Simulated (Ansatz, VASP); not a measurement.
## Two plane-wave programs on Ta4TeI

File INCAR:

```
  ALGO = Normal
  EDIFF = 1E-6
  ENCUT = 520
  GGA = PE
  ISIF = 2
  ISMEAR = 0
  LASPH = T
  LCHARG = F
  LREAL = F
  LWAVE = F
  NBANDS = 38
  NELM = 100
  PREC = Accurate
  SIGMA = 0.1
```

Contents of KPOINTS:

```
k-points
0
Gamma
  4 4 4
```

File POSCAR:

```
Ta4TeI
1.0
    0.0000000000      4.0371980500      4.0371980500
    4.0371980500      0.0000000000      4.0371980500
    4.0371980500      4.0371980500      0.0000000000
Ta Te I
4 1 1
Direct
    0.8738140200      0.3753953300      0.3753953300
    0.3753953300      0.3753953300      0.3753953300
    0.3753953300      0.8738140200      0.3753953300
    0.3753953300      0.3753953300      0.8738140200
    0.0000000000      0.0000000000      0.0000000000
    0.7500000000      0.7500000000      0.7500000000
```

Input for Ansatz:

```yaml
crystal:
  lattice:
    - [0.0, 4.03719805, 4.03719805]
    - [4.03719805, 0.0, 4.03719805]
    - [4.03719805, 4.03719805, 0.0]
  atoms:
    - { symbol: Ta, position: [0.87381402, 0.37539533, 0.37539533] }
    - { symbol: Ta, position: [0.37539533, 0.37539533, 0.37539533] }
    - { symbol: Ta, position: [0.37539533, 0.87381402, 0.37539533] }
    - { symbol: Ta, position: [0.37539533, 0.37539533, 0.87381402] }
    - { symbol: Te, position: [0.0, 0.0, 0.0] }
    - { symbol: I, position: [0.75, 0.75, 0.75] }
basis:
  ecutwfc: 420
kpoints:
  mp_grid: { grid: [4, 4, 4] }
hamiltonian:
  xc: pbe
scf:
  occupations: { method: gaussian, width: 0.1 }
  lower_state_search: "off"
output:
  forces: true
  stress: true
  eigenvalues: true
```

Change from the starting cell: species swapped into the CeSmFe4 type (F-43m, No. 216).

Alike in both runs: task single point; functional PBE; k mesh 4 × 4 × 4; occupations gaussian, width 0.1 eV; no spin polarisation.

```csv
,VASP,Ansatz
version,VASP 6.6.1,Ansatz 0.2.0
potentials or method,"VASP PAW PBE potentials, release 64 (Ta_pv, Te, I), cutoff 520 eV","scalar-relativistic, plane waves, PAW"
valence electrons in the cell,57,85
```

Ansatz gave:

| Quantity | Value |
| --- | --- |
| gap on the k mesh at the Fermi level (eV) | none |
| pressure (GPa) | -1.5 |
| rms of the force components (eV/Å) | 0.004 |

Question: Which values does VASP return?

Answer: gap on the k mesh at the Fermi level (eV): none; pressure (GPa): -1.5; rms of the force components (eV/Å): 0.005.

Atom by atom the forces differ by 0.001 eV/Å (rms over components). A gap of «none» marks a metal or a gap that the smearing closes. VASP's potentials hold 57 valence electrons a cell and Ansatz's 85, so a difference there can come from the potentials and not from the codes.

Spin-orbit coupling is off throughout.
